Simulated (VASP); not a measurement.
# NaH (Fm-3m) in VASP: a series of runs, part 2 of 2

VASP 6.6.1.

## 4. Single point, r2SCAN

Contents of POSCAR:

```
NaH
1.0
    0.0000000000      2.3973724900      2.3973724900
    2.3973724900      0.0000000000      2.3973724900
    2.3973724900      2.3973724900      0.0000000000
Na H
1 1
Direct
    0.0000000000      0.0000000000      0.0000000000
    0.5000000000      0.5000000000      0.5000000000
```

Contents of INCAR.step1:

```
SYSTEM = NaH
  ALGO = Normal
  EDIFF = 1E-4
  ENCUT = 520
  GGA = PE
  ISMEAR = -1
  LASPH = .True.
  LCHARG = .False.
  LREAL = .False.
  LWAVE = .True.
  NBANDS = 11
  NELM = 100
  PREC = Accurate
  SIGMA = 0.02
```

Contents of INCAR.step2:

```
SYSTEM = NaH
  ALGO = Normal
  EDIFF = 1E-7
  ENCUT = 520
  ISIF = 2
  ISMEAR = -1
  ISTART = 1
  LASPH = .True.
  LCHARG = .False.
  LMIXTAU = .True.
  LREAL = .False.
  LWAVE = .False.
  METAGGA = R2SCAN
  NBANDS = 11
  NELM = 100
  PREC = Accurate
  SIGMA = 0.02
```

Contents of KPOINTS:

```
k-points
0
Gamma
  10 10 10
  0 0 0
```

Potentials or basis: VASP PAW PBE potentials, release 64 (Na_pv, H).

Run with:

```
cat potpaw_PBE.64/Na_pv/POTCAR potpaw_PBE.64/H/POTCAR > POTCAR
cp INCAR.step1 INCAR
mpirun -np 1 vasp_std > vasp.out
cp INCAR.step2 INCAR
mpirun -np 1 vasp_std > vasp.out
```

OUTCAR:

```text
SYSTEM = NaH
   EDIFF = 1E-7
   ENCUT = 520
   ISIF = 2
   ISMEAR = -1
   ISTART = 1
   LASPH = .True.
   LREAL = .False.
   METAGGA = R2SCAN
   NELM = 100
   PREC = Accurate

 ion  position               nearest neighbor table
   1  0.000  0.000  0.000-
   2  0.500  0.500  0.500-

  LATTYP: Found a face centered cubic cell.
 ALAT       =     4.7947449800

  Lattice vectors:

 A1 = (   0.0000000000,   2.3973724900,   2.3973724900)
 A2 = (   2.3973724900,   0.0000000000,   2.3973724900)
 A3 = (   2.3973724900,   2.3973724900,   0.0000000000)

Analysis of symmetry for initial positions (statically):
=====================================================================
 Subroutine PRICEL returns:
 Original cell was already a primitive cell.

 Routine SETGRP: Setting up the symmetry group for a
 face centered cubic supercell.

 Subroutine GETGRP returns: Found 48 space group operations
 (whereof 48 operations were pure point group operations)
 out of a pool of 48 trial point group operations.

The static configuration has the point symmetry O_h .

Analysis of symmetry for dynamics (positions and initial velocities):
[... 168 lines left out ...]
      1     -24.2381      2.00000
      2     -24.2378      2.00000
      3     -24.2378      2.00000
      4      -4.9973      2.00000
      5      10.2767      0.00000
      6      15.1489      0.00000
      7      15.1489      0.00000
      8      15.1489      0.00000
      9      16.1325      0.00000
     10      16.1325      0.00000
     11      16.1325      0.00000
[... 309 lines left out ...]
 k-point    24 :       0.4000    0.3000    0.0000
  band No.  band energies     occupation
      1     -24.3076      2.00000
      2     -24.2653      2.00000
      3     -24.2626      2.00000
      4      -2.4924      2.00000
      5       5.1286      0.00000
      6       8.6545      0.00000
      7      10.7098      0.00000
      8      11.6702      0.00000
      9      13.8761      0.00000
     10      20.9932      0.00000
     11      22.4541      0.00000

 [... further k-points ...]

------------------------ aborting loop because EDIFF is reached ----------------------------------------

  FORCE on cell =-STRESS in cart. coord.  units (eV):
  Direction    XX          YY          ZZ          XY          YZ          ZX
  --------------------------------------------------------------------------------------
  -------------------------------------------------------------------------------------
  Total       -0.0517853     -0.0517853     -0.0517853     -0.0000000      0.0000000      0.0000000
  in kB       -3.0107908     -3.0107908     -3.0107908     -0.0000000      0.0000000      0.0000000
  external PRESSURE =      -3.0107908 kB  Pullay stress =       0.0000000 kB

 VOLUME and BASIS-vectors are now :
 -----------------------------------------------------------------------------
  energy-cutoff  :      520.00
  volume of cell :       27.56
      direct lattice vectors                 reciprocal lattice vectors
     0.000000000  2.397372490  2.397372490    -0.208561666  0.208561666  0.208561666
     2.397372490  0.000000000  2.397372490     0.208561666 -0.208561666  0.208561666
     2.397372490  2.397372490  0.000000000     0.208561666  0.208561666 -0.208561666

 POSITION                                       TOTAL-FORCE (eV/Angst)
 -----------------------------------------------------------------------------------
      0.00000      0.00000      0.00000         0.000000      0.000000      0.000000
      2.39737      2.39737      2.39737        -0.000000     -0.000000     -0.000000
 -----------------------------------------------------------------------------------
    total drift:                               -0.000000     -0.000000     -0.000000

  FREE ENERGIE OF THE ION-ELECTRON SYSTEM (eV)
  ---------------------------------------------------
  free  energy   TOTEN  =        -7.6024538602 eV

  energy  without entropy=       -7.6024538602  energy(sigma->0) =       -7.60245386
```

OUTCAR.step1:

```text
SYSTEM = NaH
   EDIFF = 1E-4
   ENCUT = 520
   GGA = PE
   ISMEAR = -1
   LASPH = .True.
   LREAL = .False.
[... 556 lines left out ...]
      0.00000      0.00000      0.00000         0.000000      0.000000      0.000000
      2.39737      2.39737      2.39737        -0.000000     -0.000000     -0.000000
 -----------------------------------------------------------------------------------
    total drift:                               -0.000000     -0.000000     -0.000000

  FREE ENERGIE OF THE ION-ELECTRON SYSTEM (eV)
  ---------------------------------------------------
  free  energy   TOTEN  =        -5.0863338112 eV

  energy  without entropy=       -5.0863338112  energy(sigma->0) =       -5.08633381
```

OSZICAR.step1:

```text
N       E                     dE             d eps       ncg     rms          rms(c)
DAV:   1     0.369429218550E+02    0.36943E+02   -0.46181E+03  1040   0.760E+02
DAV:   2    -0.421556126134E+01   -0.41158E+02   -0.40550E+02  1078   0.193E+02
DAV:   3    -0.550758657458E+01   -0.12920E+01   -0.12905E+01  1239   0.330E+01
DAV:   4    -0.551577202560E+01   -0.81855E-02   -0.81847E-02  1227   0.261E+00
DAV:   5    -0.551584512210E+01   -0.73097E-04   -0.73096E-04  1186   0.250E-01    0.321E+00
DAV:   6    -0.517561198289E+01    0.34023E+00   -0.32478E-01  1211   0.281E+00    0.149E+00
DAV:   7    -0.508182817471E+01    0.93784E-01   -0.32365E-01  1145   0.217E+00    0.349E-01
DAV:   8    -0.508639867303E+01   -0.45705E-02   -0.99589E-03  1127   0.970E-01    0.677E-02
DAV:   9    -0.508634947790E+01    0.49195E-04   -0.11284E-03  1242   0.360E-01    0.232E-02
DAV:  10    -0.508633381116E+01    0.15667E-04   -0.59100E-05   700   0.498E-02
   1 F= -.50863338E+01 E0= -.50863338E+01  d E =-.328406E-12
```

Run time: 2.1 min. Hardware: 1 thread of Intel Xeon 8259CL, shared host; peak memory 0.16 GiB.

Results:

```
Free energy            : -7.6025 eV
Pressure               : -0.3 GPa
Band gap on the k mesh : 4.43 eV, indirect (least direct gap 5.26 eV)
```

Caveat: the PAW data sets were made with another functional, which shifts forces and pressure a little.
